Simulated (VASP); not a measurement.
# BeCdS4 (P4/m) in VASP: relaxation of cell and atoms with PBE

Aim: the relaxation of cell and atoms of BeCdS4 with PBE.

Everything below comes from runs of VASP 6.6.1. Logs are shortened: lines on timing, memory, paths and dates and some standing lists are left out, and cuts for length are marked.

## Step 1: The cell of the first run

The structure is tetragonal, space group P4/m (No. 83). The conventional cell has a = 5.588 Å, b = 5.588 Å, c = 3.822 Å, α = 90.00°, β = 90.00°, γ = 90.00°. Within 2.9 Å of Be (site symmetry 4/m) lie 4 S at 2.15 Å. Within 3.9 Å of Cd (site symmetry 4/m) lie 8 S at 2.92 Å and 2 Cd at 3.82 Å. Within 2.8 Å of S (site symmetry m) lie 1 S at 2.10 Å and 1 Be at 2.15 Å.

The cell was built from a structure type or drawn by symmetry, and may not be a known phase.

## Step 2: Relaxation of cell and atoms, PBE

The input, INCAR:

```
SYSTEM = BeCdS4
ALGO = Normal ; EDIFF = 1E-7
EDIFFG = -0.01 ; ENCUT = 600
GGA = PE ; IBRION = 2
ISIF = 3 ; ISMEAR = 0
LASPH = .True. ; LCHARG = .False.
LREAL = .False. ; LWAVE = .False.
NELM = 80 ; NSW = 100
PREC = Accurate ; SIGMA = 0.1
```

The input, KPOINTS:

```
k-points
0
Gamma
  6 6 8
  0 0 0
```

The input, POSCAR:

```
BeCdS4
1.0
    5.5875714651      0.0000000000      0.0000000000
    0.0000000000      5.5875714651      0.0000000000
    0.0000000000      0.0000000000      3.8222391295
Be Cd S
1 1 4
Direct
    0.0000000000      0.0000000000      0.0000000000
    0.5000000000      0.5000000000      0.5000000000
    0.1290623008      0.6366649007      0.0000000000
    0.8709376992      0.3633350993      0.0000000000
    0.3633350993      0.1290623008      0.0000000000
    0.6366649007      0.8709376992      0.0000000000
```

Potentials or basis: VASP PAW PBE potentials, release 64 (Be, Cd, S).

On the command line:

```
> cat potpaw_PBE.64/Be/POTCAR potpaw_PBE.64/Cd/POTCAR potpaw_PBE.64/S/POTCAR > POTCAR
> mpirun -np 1 vasp_std > vasp.out
```

OUTCAR:

```text
SYSTEM = BeCdS4
   EDIFF = 1E-7
   EDIFFG = -0.01
   ENCUT = 600
   GGA = PE
   IBRION = 2
   ISIF = 3
   ISMEAR = 0
   LASPH = .True.
   LREAL = .False.
   NELM = 80
   NSW = 100
   PREC = Accurate

 ion  position               nearest neighbor table
   1  0.000  0.000  0.000-   3 2.15   4 2.15   5 2.15   6 2.15
   2  0.500  0.500  0.500-   3 2.92   4 2.92   5 2.92   6 2.92   3 2.92   4 2.92   5 2.92   6 2.92

   3  0.129  0.637  0.000-   4 2.10   1 2.15   2 2.92   2 2.92
   4  0.871  0.363  0.000-   3 2.10   1 2.15   2 2.92   2 2.92
   5  0.363  0.129  0.000-   6 2.10   1 2.15   2 2.92   2 2.92
   6  0.637  0.871  0.000-   5 2.10   1 2.15   2 2.92   2 2.92

  LATTYP: Found a simple tetragonal cell.
 ALAT       =     5.5875714651
 C/A-ratio  =     0.6840608936

  Lattice vectors:

 A1 = (   5.5875714651,   0.0000000000,   0.0000000000)
 A2 = (   0.0000000000,   5.5875714651,   0.0000000000)
 A3 = (   0.0000000000,   0.0000000000,   3.8222391295)

Analysis of symmetry for initial positions (statically):
=====================================================================
 Subroutine PRICEL returns:
 Original cell was already a primitive cell.

 Routine SETGRP: Setting up the symmetry group for a
 simple tetragonal supercell.

 Subroutine GETGRP returns: Found  8 space group operations
 (whereof  8 operations were pure point group operations)
 out of a pool of 16 trial point group operations.

The static configuration has the point symmetry C_4h.

Analysis of symmetry for dynamics (positions and initial velocities):
=====================================================================
 Subroutine PRICEL returns:
 Original cell was already a primitive cell.

 Routine SETGRP: Setting up the symmetry group for a
 simple tetragonal supercell.

 Subroutine GETGRP returns: Found  8 space group operations
 (whereof  8 operations were pure point group operations)
 out of a pool of 16 trial point group operations.

The dynamic configuration has the point symmetry C_4h.

 Subroutine INISYM returns: Found  8 space group operations
 (whereof  8 operations are pure point group operations),
 and found     1 'primitive' translations

----------------------------------------------------------------------------------------

                                     Primitive cell

  volume of cell :     119.3340

  direct lattice vectors                    reciprocal lattice vectors
     5.587571465  0.000000000  0.000000000     0.178968628  0.000000000  0.000000000
     0.000000000  5.587571465  0.000000000     0.000000000  0.178968628  0.000000000
     0.000000000  0.000000000  3.822239130     0.000000000  0.000000000  0.261626750

  length of vectors
     5.587571465  5.587571465  3.822239130     0.178968628  0.178968628  0.261626750

  position of ions in fractional coordinates (direct lattice)
     0.000000000  0.000000000  0.000000000
     0.500000000  0.500000000  0.500000000
     0.129062301  0.636664901  0.000000000
     0.870937699  0.363335099  0.000000000
     0.363335099  0.129062301  0.000000000
     0.636664901  0.870937699  0.000000000

  ion indices of the primitive-cell ions
   primitive index   ion index
                 1           1
                 2           2
                 3           3
                 4           4
                 5           5
                 6           6

----------------------------------------------------------------------------------------

 KPOINTS: k-points

Automatic generation of k-mesh.
 Grid dimensions read from file:
 generate k-points for:    6    6    8

 Generating k-lattice:

  Cartesian coordinates                     Fractional coordinates (reciprocal lattice)
     0.029828105  0.000000000  0.000000000     0.166666667  0.000000000  0.000000000
     0.000000000  0.029828105  0.000000000     0.000000000  0.166666667  0.000000000
     0.000000000  0.000000000  0.032703344     0.000000000  0.000000000  0.125000000

  Length of vectors
     0.029828105  0.029828105  0.032703344

  Shift w.r.t. Gamma in fractional coordinates (k-lattice)
     0.000000000  0.000000000  0.000000000

 Subroutine IBZKPT returns following result:
 ===========================================

 Found     55 irreducible k-points:

 Following reciprocal coordinates:
            Coordinates               Weight
  0.000000  0.000000  0.000000      1.000000
  0.166667  0.000000  0.000000      4.000000
  0.333333  0.000000  0.000000      4.000000
  0.500000  0.000000  0.000000      2.000000
  0.166667  0.166667  0.000000      4.000000
  0.333333  0.166667  0.000000      4.000000
[... 16 lines left out ...]
  0.000000  0.000000  0.250000      2.000000
  0.166667  0.000000  0.250000      8.000000
 [... further k-points ...]
   k-points           NKPTS =     55   k-points in BZ     NKDIM =     55   number of bands    NBANDS=     23
   number of dos      NEDOS =    301   number of ions     NIONS =      6
   total plane-waves  NPLWV =  73728
   dimension x,y,z NGX =    48 NGY =   48 NGZ =   32
   dimension x,y,z NGXF=    96 NGYF=   96 NGZF=   64
   ions per type =               1   1   4
   NGX,Y,Z   is equivalent  to a cutoff of  14.28, 14.28, 13.92 a.u.
   NGXF,Y,Z  is equivalent  to a cutoff of  28.56, 28.56, 27.84 a.u.
 SYSTEM =  BeCdS4
   PREC   = accura    normal or accurate (medium, high low for compatibility)
   ISTART =      0    job   : 0-new  1-cont  2-samecut
   ICHARG =      2    charge: 1-file 2-atom 10-const
   ISPIN  =      1    spin polarized calculation?
   LNONCOLLINEAR =      F non collinear calculations
   LSORBIT =      F    spin-orbit coupling
   LASPH  =      T    aspherical Exc in radial PAW
   ENCUT  =  600.0 eV  44.10 Ry    6.64 a.u.  11.16 11.16  7.63*2*pi/ulx,y,z
   NELM   =     80;   NELMIN=  2; NELMDL= -5     # of ELM steps
   EDIFF  = 0.1E-06   stopping-criterion for ELM
   LREAL  =      F    real-space projection
   EDIFFG = -.1E-01   stopping-criterion for IOM
   NSW    =    100    number of steps for IOM
   IBRION =      2    ionic relax: 0-MD 1-quasi-New 2-CG
   NFREE  =      1    steps in history (QN), initial steepest desc. (CG)
   ISIF   =      3    stress and relaxation
   ISYM   =      2    0-nonsym 1-usesym 2-fastsym
   POTIM  = 0.5000    time-step for ionic-motion
   TEBEG  =    0.0;   TEEND  =   0.0 temperature during run
   PSTRESS=    0.0 pullay stress
   NELECT =      38.0000    total number of electrons
   NUPDOWN=      -1.0000    fix difference up-down
   EMIN   =  10.00;   EMAX   =-10.00  energy-range for DOS
   EFERMI =   0.00;   METHOD = LEGACY
   ISMEAR =     0;   SIGMA  =   0.10  broadening in eV -4-tet -1-fermi 0-gaus
   EFERMI_NEDOS =   21; number of points for ismear=-14 and -15
   IALGO  =     38    algorithm
   IMIX   =      4    mixing-type and parameters
     AMIX     =   0.40;   BMIX     =  1.00
     AMIX_MAG =   1.60;   BMIX_MAG =  1.00
  volume/ion in A,a.u.               =      19.89       134.22
  Fermi-wavevector in a.u.,A,eV,Ry     =   1.117930  2.112582 17.004125  1.249768
  Thomas-Fermi vector in A             =   2.254557
   LORBIT       =      0    0 simple, 1 ext, 2 COOP (PROOUT), +10 PAW based schemes
   GGA     = PE    functional components
   LHFCALC =     F    Hartree Fock is set to
   AEXX    =    0.0000 exact exchange contribution
   IVDW    =     0    specifies the selected vdW correction
   LEPSILON=     F    determine dielectric tensor
   LRPA    =     F    only Hartree local field effects (RPA)
 conjugate gradient relaxation of ions
 non-spin polarized calculation
 Gauss-broadening in eV      SIGMA  =   0.10
  energy-cutoff  :      600.00
  volume of cell :      119.33
 maximum number of plane-waves:      4008
 NGX is ok and might be reduce to    48
   NGX = 23   NGY = 23   NGZ = 15

--------------------------------------- Ionic step        1  -------------------------------------------

 number of electron      37.9999997 magnetization

 Free energy of the ion-electron system (eV)
  ---------------------------------------------------
  ext. energy  EPLUGINS =         0.00000000
  ---------------------------------------------------
  free energy    TOTEN  =       -22.07142468 eV

  energy without entropy =      -22.06903976  energy(sigma->0) =      -22.07023222

------------------------ aborting loop because EDIFF is reached ----------------------------------------

  FORCE on cell =-STRESS in cart. coord.  units (eV):
  Direction    XX          YY          ZZ          XY          YZ          ZX
  --------------------------------------------------------------------------------------
  -------------------------------------------------------------------------------------
  Total       -0.4384602     -0.4384602      0.4967498      0.0000002      0.0000000      0.0000000
  in kB       -5.8867654     -5.8867654      6.6693612      0.0000031      0.0000000      0.0000000
  external PRESSURE =      -1.7013898 kB  Pullay stress =       0.0000000 kB
[... 265 lines left out ...]
  energy  without entropy=      -22.0722475622  energy(sigma->0) =      -22.07364178

--------------------------------------- Ionic step        8  -------------------------------------------

 number of electron      37.9999997 magnetization

 Free energy of the ion-electron system (eV)
  ---------------------------------------------------
  ext. energy  EPLUGINS =         0.00000000
  ---------------------------------------------------
  free energy    TOTEN  =       -22.07505823 eV

  energy without entropy =      -22.07226189  energy(sigma->0) =      -22.07366006

 E-fermi :   4.5168     XC(G=0):  -9.4203

 val. band max:        4.5025396157   @ k =   0.0000   0.0000   0.5000
 cond. band min:       4.5426214291   @ k =   0.0000   0.0000   0.3750
 fundamental gap:      0.0400818134
 Fermi energy:         4.5167696551

 k-point     1 :       0.0000    0.0000    0.0000
  band No.  band energies     occupation
      1     -11.8947      2.00000
      2     -10.4552      2.00000
      3      -7.6215      2.00000
      4      -7.6215      2.00000
      5      -4.6749      2.00000
      6      -4.5544      2.00000
[... 613 lines left out ...]
     22       6.9750      0.00000
     23       7.2823      0.00000

 [... further k-points ...]
[... 5 lines left out ...]
  --------------------------------------------------------------------------------------
  -------------------------------------------------------------------------------------
  Total       -0.0090167     -0.0090167     -0.0128950      0.0000002     -0.0000000     -0.0000000
  in kB       -0.1205165     -0.1205165     -0.1723546      0.0000031     -0.0000000     -0.0000000
  external PRESSURE =      -0.1377959 kB  Pullay stress =       0.0000000 kB
[... 21 lines left out ...]
  FREE ENERGIE OF THE ION-ELECTRON SYSTEM (eV)
  ---------------------------------------------------
  free  energy   TOTEN  =       -22.0750582268 eV

  energy  without entropy=      -22.0722618900  energy(sigma->0) =      -22.07366006

 reached required accuracy - stopping structural energy minimisation
```

It took 6.2 min on 1 thread of AMD EPYC 9R45 (Zen 5), shared host; peak memory 0.36 GiB.

Results:

| Property | Result |
| --- | --- |
| Free energy | -22.0751 eV |
| Relaxed volume | 19.98 Å³/atom |
| Relaxed cell | a = 5.572 Å, b = 5.572 Å, c = 3.861 Å, α = 90.00°, β = 90.00°, γ = 90.00° |
| Space group after relaxing (to 0.1 Å) | P4/m (No. 83) |
| Energy gained by relaxing | 0.6 meV/atom |
| Ionic steps | 8 |
| Pressure after relaxing | 0.0 GPa |
| Largest force after relaxing | 0.009 eV/Å |
| Band gap on the k mesh | zero (filled and empty bands touch) |

Forces in eV/Å, atoms in the order of the input:
```
Be   0.000  0.000  0.000
Cd   0.000  0.000  0.000
S    0.009  0.004  0.000
S   -0.009 -0.004  0.000
S   -0.004  0.009  0.000
S    0.004 -0.009  0.000
```

Step by step:
```csv
step,energy change (eV),largest force (eV/Å),pressure (GPa),volume (Å³)
1,0.0000,0.0512,-0.17,119.33
2,-0.0022,0.0623,0.37,118.97
3,-0.0023,0.0419,0.28,119.03
4,-0.0034,0.0190,0.10,119.50
5,-0.0035,0.0196,0.00,119.78
6,-0.0035,0.0200,0.00,119.80
7,-0.0036,0.0113,-0.01,119.83
8,-0.0036,0.0093,-0.01,119.87
```

Final structure:
```cif
data_structure
_symmetry_space_group_name_H-M 'P 1'
_symmetry_Int_Tables_number 1
_cell_length_a 5.5722
_cell_length_b 5.5722
_cell_length_c 3.8606
_cell_angle_alpha 90.000
_cell_angle_beta 90.000
_cell_angle_gamma 90.000
_cell_volume 119.87
loop_
_atom_site_label
_atom_site_type_symbol
_atom_site_fract_x
_atom_site_fract_y
_atom_site_fract_z
_atom_site_occupancy
Be1 Be 0.00000 0.00000 0.00000 1
Cd1 Cd 0.50000 0.50000 0.50000 1
S1 S 0.12923 0.63638 0.00000 1
S2 S 0.87077 0.36362 0.00000 1
S3 S 0.36362 0.12923 0.00000 1
S4 S 0.63638 0.87077 0.00000 1
```

Levels at points of the mesh, in eV from the Fermi level:
```csv
k point,band 17,band 18,band 19,band 20,band 21,band 22
"(0.00, 0.00, 0.00)",-0.84,-0.84,-0.02,0.82,2.74,2.74
"(0.50, 0.00, 0.00)",-2.46,-1.04,-0.89,0.12,0.82,2.24
"(0.50, 0.50, 0.00)",-3.15,-1.67,-1.39,0.29,2.07,2.24
"(0.00, 0.00, 0.50)",-2.81,-2.81,-0.32,-0.01,2.58,2.93
"(0.50, 0.00, 0.50)",-2.57,-2.32,-2.16,0.66,1.19,1.24
"(0.50, 0.50, 0.50)",-3.25,-2.43,-2.43,1.87,2.02,2.40
```

Caveat: semilocal functionals underestimate gaps, so a narrow gap can read as zero.
